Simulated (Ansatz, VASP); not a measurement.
## One calculation of BP, two programs

Contents of INCAR:

```
SYSTEM = BP
ALGO = Normal ; EDIFF = 1E-6
ENCUT = 520 ; GGA = PE
ISIF = 2 ; ISMEAR = 0
LASPH = .TRUE. ; LCHARG = .FALSE.
LREAL = .FALSE. ; LWAVE = .FALSE.
NBANDS = 11 ; NELM = 80
PREC = Accurate ; SIGMA = 0.05
```

KPOINTS

```
k-points
0
G
  10 10 10
  0 0 0
```

File POSCAR:

```
BP
1.0
    0.0000000000      2.3597600000      2.3597600000
    2.3597600000      0.0000000000      2.3597600000
    2.3597600000      2.3597600000      0.0000000000
B P
1 1
Direct
    0.0000000000      0.0000000000      0.0000000000
    0.7500000000      0.7500000000      0.7500000000
```

Input for Ansatz:

```yaml
crystal:
  lattice:
    - [0.0, 2.35976, 2.35976]
    - [2.35976, 0.0, 2.35976]
    - [2.35976, 2.35976, 0.0]
  atoms:
    - { symbol: B, position: [0.0, 0.0, 0.0] }
    - { symbol: P, position: [0.75, 0.75, 0.75] }
basis:
  ecutwfc: 420
kpoints:
  mp_grid: { grid: [10, 10, 10] }
hamiltonian:
  xc: pbe
scf:
  occupations: { method: gaussian, width: 0.05 }
output:
  forces: true
  stress: true
  eigenvalues: true
```

Change from the starting cell: strain +0.040 along x and y, +0.040 along z, atoms carried along.

Alike in both runs: task single point; functional PBE; k mesh 10 × 10 × 10; occupations gaussian, width 0.05 eV; no spin polarisation.

```csv
,VASP,Ansatz
version,VASP 6.6.1,Ansatz 0.2.0
potentials or method,"VASP PAW PBE potentials, release 64 (B, P), cutoff 520 eV","scalar-relativistic, plane waves, PAW"
valence electrons in the cell,8,8
```

```csv
,VASP,Ansatz,Ansatz less VASP
gap on the k mesh at the Fermi level (eV),1.39,1.39,+0.003
least direct gap on the mesh (eV),3.25,3.25,+0.002
pressure (GPa),-14.6,-14.5,+0.16
```
